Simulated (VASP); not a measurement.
# KCl (I4/mmm) in VASP: a series of runs

The runs below take KCl through electric field gradients, with LDA.

Everything below comes from runs of VASP 6.6.1. Logs are shortened: lines on timing, memory, paths and dates and some standing lists are left out, and cuts for length are marked.

**1. The cell of the first run**

It takes space group I4/mmm (No. 139, tetragonal). The conventional cell has a = 4.463 Å, b = 4.463 Å, c = 6.249 Å, α = 90.00°, β = 90.00°, γ = 90.00°. K (site symmetry 4/mmm) has 6 Cl at 3.12 to 3.16 Å within 4.1 Å. Cl (site symmetry 4/mmm) has 6 K at 3.12 to 3.16 Å within 4.1 Å.

**2. Electric field gradients, LDA (zz strain of -1 %)**

INCAR

```
PREC = Accurate
ENCUT = 520
EDIFF = 1E-8
ISMEAR = -1
SIGMA = 0.03
LREAL = F
LASPH = T
NELM = 80
ALGO = Normal
ISIF = 2
LWAVE = F
LCHARG = F
LEFG = T
NBANDS = 15
```

KPOINTS

```
Automatic mesh
0
Gamma
  7 7 7
```

POSCAR

```
KCl
1.0
    0.0000000000      3.1561000000      3.1245390000
    3.1561000000      0.0000000000      3.1245390000
    3.1561000000      3.1561000000      0.0000000000
K Cl
1 1
Direct
    0.0000000000      0.0000000000      0.0000000000
    0.5000000000      0.5000000000      0.5000000000
```

Potentials or basis: VASP PAW LDA potentials, release 64 (K_sv, Cl).

Launch:

```bash
> cat potpaw_LDA.64/K_sv/POTCAR potpaw_LDA.64/Cl/POTCAR > POTCAR
> mpirun -np 1 vasp_std > vasp.out
```

OUTCAR:

```text
PREC = Accurate
   ENCUT = 520
   EDIFF = 1E-8
   ISMEAR = -1
   LREAL = F
   LASPH = T
   NELM = 80
   ISIF = 2

 ion  position               nearest neighbor table
   1  0.000  0.000  0.000-   2 3.12   2 3.12   2 3.16   2 3.16   2 3.16   2 3.16
   2  0.500  0.500  0.500-   1 3.12   1 3.12   1 3.16   1 3.16   1 3.16   1 3.16

  LATTYP: Found a body centered tetragonal cell.
 ALAT       =     4.4633994242
 C/A-ratio  =     1.4000714267

  Lattice vectors:

 A1 = (   0.0000000000,  -3.1561000000,  -3.1245390000)
 A2 = (   0.0000000000,   3.1561000000,  -3.1245390000)
 A3 = (   3.1561000000,   0.0000000000,   3.1245390000)

Analysis of symmetry for initial positions (statically):
=====================================================================
 Subroutine PRICEL returns:
 Original cell was already a primitive cell.

 Routine SETGRP: Setting up the symmetry group for a
 body centered tetragonal supercell.

 Subroutine GETGRP returns: Found 16 space group operations
 (whereof 16 operations were pure point group operations)
 out of a pool of 16 trial point group operations.

The static configuration has the point symmetry D_4h.

Analysis of symmetry for dynamics (positions and initial velocities):
=====================================================================
 Subroutine PRICEL returns:
 Original cell was already a primitive cell.

 Routine SETGRP: Setting up the symmetry group for a
 body centered tetragonal supercell.

 Subroutine GETGRP returns: Found 16 space group operations
 (whereof 16 operations were pure point group operations)
 out of a pool of 16 trial point group operations.

The dynamic configuration has the point symmetry D_4h.

 Subroutine INISYM returns: Found 16 space group operations
 (whereof 16 operations are pure point group operations),
 and found     1 'primitive' translations

----------------------------------------------------------------------------------------

                                     Primitive cell

  volume of cell :      62.2469

  direct lattice vectors                    reciprocal lattice vectors
     0.000000000  3.156100000  3.124539000    -0.158423371  0.158423371  0.160023607
     3.156100000  0.000000000  3.124539000     0.158423371 -0.158423371  0.160023607
     3.156100000  3.156100000  0.000000000     0.158423371  0.158423371 -0.160023607

  length of vectors
     4.441138500  4.441138500  4.463399424     0.275324324  0.275324324  0.275324324

  position of ions in fractional coordinates (direct lattice)
     0.000000000  0.000000000  0.000000000
     0.500000000  0.500000000  0.500000000

  ion indices of the primitive-cell ions
   primitive index   ion index
                 1           1
                 2           2

----------------------------------------------------------------------------------------

 KPOINTS: Automatic mesh

Automatic generation of k-mesh.
 Grid dimensions read from file:
 generate k-points for:    7    7    7

 Generating k-lattice:

  Cartesian coordinates                     Fractional coordinates (reciprocal lattice)
    -0.022631910  0.022631910  0.022860515     0.142857143  0.000000000  0.000000000
     0.022631910 -0.022631910  0.022860515     0.000000000  0.142857143  0.000000000
     0.022631910  0.022631910 -0.022860515     0.000000000  0.000000000  0.142857143

  Length of vectors
     0.039332046  0.039332046  0.039332046

  Shift w.r.t. Gamma in fractional coordinates (k-lattice)
     0.000000000  0.000000000  0.000000000

 Subroutine IBZKPT returns following result:
 ===========================================

 Found     40 irreducible k-points:

 Following reciprocal coordinates:
            Coordinates               Weight
  0.000000  0.000000  0.000000      1.000000
  0.142857  0.000000  0.000000      8.000000
  0.285714  0.000000  0.000000      8.000000
  0.428571  0.000000  0.000000      8.000000
  0.142857  0.142857  0.000000      2.000000
  0.285714  0.142857  0.000000      8.000000
[... 16 lines left out ...]
  0.428571  0.285714  0.142857      8.000000
 -0.428571  0.285714  0.142857     16.000000
 [... further k-points ...]
   k-points           NKPTS =     40   k-points in BZ     NKDIM =     40   number of bands    NBANDS=     15
   number of dos      NEDOS =    301   number of ions     NIONS =      2
   total plane-waves  NPLWV =  46656
   dimension x,y,z NGX =    36 NGY =   36 NGZ =   36
   dimension x,y,z NGXF=    72 NGYF=   72 NGZF=   72
   ions per type =               1   1
   NGX,Y,Z   is equivalent  to a cutoff of  13.48, 13.48, 13.41 a.u.
   NGXF,Y,Z  is equivalent  to a cutoff of  26.95, 26.95, 26.82 a.u.
 SYSTEM =  unknown system
   PREC   = accura    normal or accurate (medium, high low for compatibility)
   ISTART =      0    job   : 0-new  1-cont  2-samecut
   ICHARG =      2    charge: 1-file 2-atom 10-const
   ISPIN  =      1    spin polarized calculation?
   LNONCOLLINEAR =      F non collinear calculations
   LSORBIT =      F    spin-orbit coupling
   LASPH  =      T    aspherical Exc in radial PAW
   ENCUT  =  520.0 eV  38.22 Ry    6.18 a.u.   8.26  8.26  8.30*2*pi/ulx,y,z
   NELM   =     80;   NELMIN=  2; NELMDL= -5     # of ELM steps
   EDIFF  = 0.1E-07   stopping-criterion for ELM
   LREAL  =      F    real-space projection
   EDIFFG = 0.1E-06   stopping-criterion for IOM
   NSW    =      0    number of steps for IOM
   IBRION =     -1    ionic relax: 0-MD 1-quasi-New 2-CG
   NFREE  =      0    steps in history (QN), initial steepest desc. (CG)
   ISIF   =      2    stress and relaxation
   ISYM   =      2    0-nonsym 1-usesym 2-fastsym
   POTIM  = 0.5000    time-step for ionic-motion
   TEBEG  =    0.0;   TEEND  =   0.0 temperature during run
   PSTRESS=    0.0 pullay stress
   NELECT =      16.0000    total number of electrons
   NUPDOWN=      -1.0000    fix difference up-down
   EMIN   =  10.00;   EMAX   =-10.00  energy-range for DOS
   EFERMI =   0.00;   METHOD = LEGACY
   ISMEAR =    -1;   SIGMA  =   0.03  broadening in eV -4-tet -1-fermi 0-gaus
   EFERMI_NEDOS =   21; number of points for ismear=-14 and -15
   IALGO  =     38    algorithm
   IMIX   =      4    mixing-type and parameters
     AMIX     =   0.40;   BMIX     =  1.00
     AMIX_MAG =   1.60;   BMIX_MAG =  1.00
  volume/ion in A,a.u.               =      31.12       210.03
  Fermi-wavevector in a.u.,A,eV,Ry     =   1.040900  1.967016 14.741542  1.083473
  Thomas-Fermi vector in A             =   2.175497
   LORBIT       =      0    0 simple, 1 ext, 2 COOP (PROOUT), +10 PAW based schemes
   GGA     = CA    functional components
   LHFCALC =     F    Hartree Fock is set to
   AEXX    =    0.0000 exact exchange contribution
   IVDW    =     0    specifies the selected vdW correction
   LEPSILON=     F    determine dielectric tensor
   LRPA    =     F    only Hartree local field effects (RPA)
 non-spin polarized calculation
  energy-cutoff  :      520.00
  volume of cell :       62.25
 maximum number of plane-waves:      1692
 NGX is ok and might be reduce to    36
   NGX = 17   NGY = 17   NGZ = 17

 number of electron      15.9999999 magnetization

 Free energy of the ion-electron system (eV)
  ---------------------------------------------------
  ext. energy  EPLUGINS =         0.00000000
  ---------------------------------------------------
  free energy    TOTEN  =        -7.37004970 eV

  energy without entropy =       -7.37004970  energy(sigma->0) =       -7.37004970

 E-fermi :  -1.3444     XC(G=0):  -8.1140

 val. band max:       -2.0751194331   @ k =   0.0000   0.0000   0.0000
 cond. band min:       2.6703604020   @ k =   0.0000   0.0000   0.0000
 fundamental gap:      4.7454798351
 Fermi energy:        -1.3443734131

 k-point     1 :       0.0000    0.0000    0.0000
  band No.  band energies     occupation
      1     -28.9087      2.00000
      2     -14.1069      2.00000
      3     -12.6075      2.00000
      4     -12.6064      2.00000
      5     -12.6064      2.00000
      6      -2.0820      2.00000
      7      -2.0820      2.00000
      8      -2.0751      2.00000
      9       2.6704      0.00000
     10       5.9846      0.00000
     11       5.9846      0.00000
     12       6.0496      0.00000
     13       6.9142      0.00000
     14       6.9660      0.00000
     15      10.3964      0.00000

 k-point     2 :       0.1429    0.0000    0.0000
  band No.  band energies     occupation
      1     -28.9064      2.00000
      2     -14.1479      2.00000
      3     -12.6088      2.00000
      4     -12.6088      2.00000
      5     -12.5556      2.00000
      6      -2.3448      2.00000
      7      -2.1510      2.00000
      8      -2.1473      2.00000
      9       3.1681      0.00000
     10       5.8416      0.00000
     11       6.2449      0.00000
     12       6.2857      0.00000
     13       7.1920      0.00000
     14       7.2480      0.00000
     15      11.1768      0.00000

 k-point     3 :       0.2857    0.0000    0.0000
  band No.  band energies     occupation
      1     -28.9014      2.00000
      2     -14.2316      2.00000
      3     -12.6139      2.00000
      4     -12.6125      2.00000
      5     -12.4481      2.00000
      6      -2.8370      2.00000
      7      -2.2986      2.00000
      8      -2.2970      2.00000
      9       4.2356      0.00000
     10       5.7743      0.00000
     11       6.9712      0.00000
     12       7.0029      0.00000
     13       7.9296      0.00000
     14       7.9971      0.00000
     15      10.9383      0.00000
[... 343 lines left out ...]
 k-point    23 :       0.4286    0.2857    0.1429
  band No.  band energies     occupation
      1     -28.8978      2.00000
      2     -14.1938      2.00000
      3     -12.6598      2.00000
      4     -12.6274      2.00000
      5     -12.4775      2.00000
      6      -2.8915      2.00000
      7      -2.3663      2.00000
      8      -2.3422      2.00000
      9       4.8852      0.00000
     10       5.0974      0.00000
     11       7.7161      0.00000
     12       7.7374      0.00000
     13       8.0732      0.00000
     14       8.5295      0.00000
     15       9.8553      0.00000

 k-point    24 :      -0.4286    0.2857    0.1429
  band No.  band energies     occupation
      1     -28.8949      2.00000
      2     -14.1868      2.00000
      3     -12.6775      2.00000
      4     -12.6472      2.00000
      5     -12.4728      2.00000
      6      -2.9252      2.00000
      7      -2.4996      2.00000
      8      -2.4289      2.00000
      9       5.3363      0.00000
     10       5.7445      0.00000
     11       7.4443      0.00000
     12       8.0273      0.00000
     13       8.5719      0.00000
     14       9.0756      0.00000
     15       9.6386      0.00000

 [... further k-points ...]

------------------------ aborting loop because EDIFF is reached ----------------------------------------

  FORCE on cell =-STRESS in cart. coord.  units (eV):
  Direction    XX          YY          ZZ          XY          YZ          ZX
  --------------------------------------------------------------------------------------
  -------------------------------------------------------------------------------------
  Total       -0.7777488     -0.7777488     -0.6602468      0.0000000     -0.0000000      0.0000000
  in kB      -20.0185427    -20.0185427    -16.9941495      0.0000000     -0.0000000      0.0000000
  external PRESSURE =     -19.0104116 kB  Pullay stress =       0.0000000 kB

 VOLUME and BASIS-vectors are now :
 -----------------------------------------------------------------------------
  energy-cutoff  :      520.00
  volume of cell :       62.25
      direct lattice vectors                 reciprocal lattice vectors
     0.000000000  3.156100000  3.124539000    -0.158423371  0.158423371  0.160023607
     3.156100000  0.000000000  3.124539000     0.158423371 -0.158423371  0.160023607
     3.156100000  3.156100000  0.000000000     0.158423371  0.158423371 -0.160023607

 POSITION                                       TOTAL-FORCE (eV/Angst)
 -----------------------------------------------------------------------------------
      0.00000      0.00000      0.00000         0.000000     -0.000000      0.000000
      3.15610      3.15610      3.12454        -0.000000      0.000000      0.000000
 -----------------------------------------------------------------------------------
    total drift:                                0.000000      0.000000      0.000000

  FREE ENERGIE OF THE ION-ELECTRON SYSTEM (eV)
  ---------------------------------------------------
  free  energy   TOTEN  =        -7.3700497011 eV

  energy  without entropy=       -7.3700497011  energy(sigma->0) =       -7.37004970

 Electric field gradients (V/A^2)
---------------------------------------------------------------------
 ion       V_xx      V_yy      V_zz      V_xy      V_xz      V_yz
---------------------------------------------------------------------
   1       0.972     0.972    -1.943    -0.000    -0.000    -0.000
   2       0.564     0.564    -1.127    -0.000    -0.000    -0.000
---------------------------------------------------------------------

 Electric field gradients after diagonalization (V/A^2)
 (convention: |V_zz| > |V_xx| > |V_yy|)
----------------------------------------------------------------------
 ion       V_xx      V_yy      V_zz     asymmetry (V_yy - V_xx)/ V_zz
----------------------------------------------------------------------
   1       0.972     0.971    -1.943       0.000
   2       0.564     0.563    -1.127       0.001
----------------------------------------------------------------------

           NMR quadrupolar parameters

 Cq : quadrupolar parameter    Cq=e*Q*V_zz/h
 eta: asymmetry parameters     (V_yy - V_xx)/ V_zz
 Q  : nuclear electric quadrupole moment in mb (millibarn)
----------------------------------------------------------------------
 ion       Cq(MHz)       eta       Q (mb)
----------------------------------------------------------------------
   1      -0.005       0.000       1.000
   2      -0.003       0.001       1.000
----------------------------------------------------------------------
```

It took 31 s on 1 thread of Intel Xeon Platinum 8259CL at 2.50GHz (Skylake/Cascade Lake), shared host; peak memory 0.18 GiB.

What came out:

| Property | Result |
| --- | --- |
| Free energy | -7.3700 eV |
| Pressure | -1.9 GPa |
| Band gap on the k mesh | 4.75 eV |
| Largest electric field gradient by atom | K -1.9; Cl -1.1 V/Å² |

Stress tensor (GPa, compression positive):
```
-2.00  0.00  0.00
 0.00 -2.00  0.00
 0.00  0.00 -1.70
```

Levels at points of the mesh, in eV from the valence-band top:
```csv
k point,band 4,band 5,band 6,band 7,band 8,band 9,band 10,band 11,band 12,band 13
"(0.00, 0.00, 0.00)",-10.53,-10.53,-0.01,-0.01,0.00,4.75,8.06,8.06,8.12,8.99
```

Electric field gradients, principal values (V/Å²):
```csv
atom,least,middle,greatest (by size)
1 K,0.971,0.972,-1.943
2 Cl,0.563,0.564,-1.127
```

Caveat: the cell differs from its parent crystal (zz strain of -1 %); without QUAD_EFG the Cq values of the log hold for a quadrupole moment of 1 mb, not for the nuclei. A k mesh can miss the band edges.

**3. Electric field gradients, LDA (zz strain of +2 %)**

INCAR

```
PREC = Accurate
ENCUT = 520
EDIFF = 1E-8
ISMEAR = -1
SIGMA = 0.03
LREAL = False
LASPH = True
NELM = 100
ALGO = Normal
ISIF = 2
LWAVE = False
LCHARG = False
GGA = CA
LEFG = True
NBANDS = 15
```

KPOINTS

```
regular mesh
0
Gamma
  7 7 7
```

POSCAR

```
KCl
1.0
    0.0000000000      3.1561000000      3.2192220000
    3.1561000000      0.0000000000      3.2192220000
    3.1561000000      3.1561000000      0.0000000000
K Cl
1 1
Direct
    0.0000000000      0.0000000000      0.0000000000
    0.5000000000      0.5000000000      0.5000000000
```

Potentials or basis: VASP PAW LDA potentials, release 64 (K_sv, Cl).

Launch:

```bash
> cat potpaw_LDA.64/K_sv/POTCAR potpaw_LDA.64/Cl/POTCAR > POTCAR
> mpirun -np 1 vasp_std > vasp.out
```

OUTCAR:

```text
PREC = Accurate
   ENCUT = 520
   EDIFF = 1E-8
   ISMEAR = -1
   LREAL = False
   LASPH = True
   NELM = 100
   ISIF = 2
   GGA = CA

 ion  position               nearest neighbor table
   1  0.000  0.000  0.000-   2 3.16   2 3.16   2 3.16   2 3.16   2 3.22   2 3.22
   2  0.500  0.500  0.500-   1 3.16   1 3.16   1 3.16   1 3.16   1 3.22   1 3.22

  LATTYP: Found a body centered tetragonal cell.
 ALAT       =     4.4633994242
 C/A-ratio  =     1.4424978336

  Lattice vectors:

 A1 = (  -3.1561000000,   0.0000000000,   3.2192220000)
 A2 = (   3.1561000000,   0.0000000000,   3.2192220000)
[... 645 lines left out ...]
  free  energy   TOTEN  =        -7.3449303370 eV

  energy  without entropy=       -7.3449303370  energy(sigma->0) =       -7.34493034

 Electric field gradients (V/A^2)
---------------------------------------------------------------------
 ion       V_xx      V_yy      V_zz      V_xy      V_xz      V_yz
---------------------------------------------------------------------
   1      -1.756    -1.756     3.512    -0.000    -0.000    -0.000
   2      -0.887    -0.887     1.774    -0.000     0.000     0.000
---------------------------------------------------------------------

 Electric field gradients after diagonalization (V/A^2)
 (convention: |V_zz| > |V_xx| > |V_yy|)
----------------------------------------------------------------------
 ion       V_xx      V_yy      V_zz     asymmetry (V_yy - V_xx)/ V_zz
----------------------------------------------------------------------
   1      -1.756    -1.755     3.512       0.000
   2      -0.887    -0.887     1.774       0.000
----------------------------------------------------------------------

           NMR quadrupolar parameters

 Cq : quadrupolar parameter    Cq=e*Q*V_zz/h
 eta: asymmetry parameters     (V_yy - V_xx)/ V_zz
 Q  : nuclear electric quadrupole moment in mb (millibarn)
----------------------------------------------------------------------
 ion       Cq(MHz)       eta       Q (mb)
----------------------------------------------------------------------
   1       0.008       0.000       1.000
   2       0.004       0.000       1.000
----------------------------------------------------------------------
```

OSZICAR:

```text
N       E                     dE             d eps       ncg     rms          rms(c)
DAV:   1     0.107082320389E+03    0.10708E+03   -0.68891E+03  1200   0.944E+02
DAV:   2    -0.307683359747E+00   -0.10739E+03   -0.97252E+02  1552   0.249E+02
DAV:   3    -0.736988011721E+01   -0.70622E+01   -0.70116E+01  1690   0.543E+01
DAV:   4    -0.764792316397E+01   -0.27804E+00   -0.27799E+00  1818   0.101E+01
DAV:   5    -0.765061198569E+01   -0.26888E-02   -0.26888E-02  1705   0.106E+00    0.329E+00
DAV:   6    -0.737413359681E+01    0.27648E+00   -0.37923E-01  1508   0.321E+00    0.263E+00
DAV:   7    -0.734556127601E+01    0.28572E-01   -0.60995E-02  1634   0.153E+00    0.155E+00
DAV:   8    -0.734481275267E+01    0.74852E-03   -0.11086E-02  1733   0.785E-01    0.235E-01
DAV:   9    -0.734479807347E+01    0.14679E-04   -0.59318E-04  1538   0.142E-01    0.835E-02
DAV:  10    -0.734492845639E+01   -0.13038E-03   -0.84209E-05  1385   0.684E-02    0.142E-02
DAV:  11    -0.734492982061E+01   -0.13642E-05   -0.36111E-06  1793   0.140E-02    0.672E-03
DAV:  12    -0.734493033568E+01   -0.51507E-06   -0.14544E-06  1411   0.834E-03    0.266E-03
DAV:  13    -0.734493033818E+01   -0.25018E-08   -0.21990E-07  1564   0.341E-03    0.105E-03
DAV:  14    -0.734493033703E+01    0.11471E-08   -0.25804E-08  1445   0.100E-03
   1 F= -.73449303E+01 E0= -.73449303E+01  d E =-.231216E-10
```

Run time: 31 s. Hardware: 1 thread of Intel Xeon Platinum 8259CL at 2.50GHz (Skylake/Cascade Lake), shared host; peak memory 0.18 GiB.

Results:

| Quantity | Value |
| --- | --- |
| Free energy | -7.3449 eV |
| Pressure | -2.3 GPa |
| Band gap on the k mesh | 4.65 eV |
| Largest electric field gradient by atom | K +3.5; Cl +1.8 V/Å² |

Electric field gradients, principal values (V/Å²):
```csv
atom,least,middle,greatest (by size)
1 K,-1.755,-1.756,3.512
2 Cl,-0.887,-0.887,1.774
```

Caveat: the cell differs from its parent crystal (zz strain of +2 %); without QUAD_EFG the Cq values of the log hold for a quadrupole moment of 1 mb, not for the nuclei.
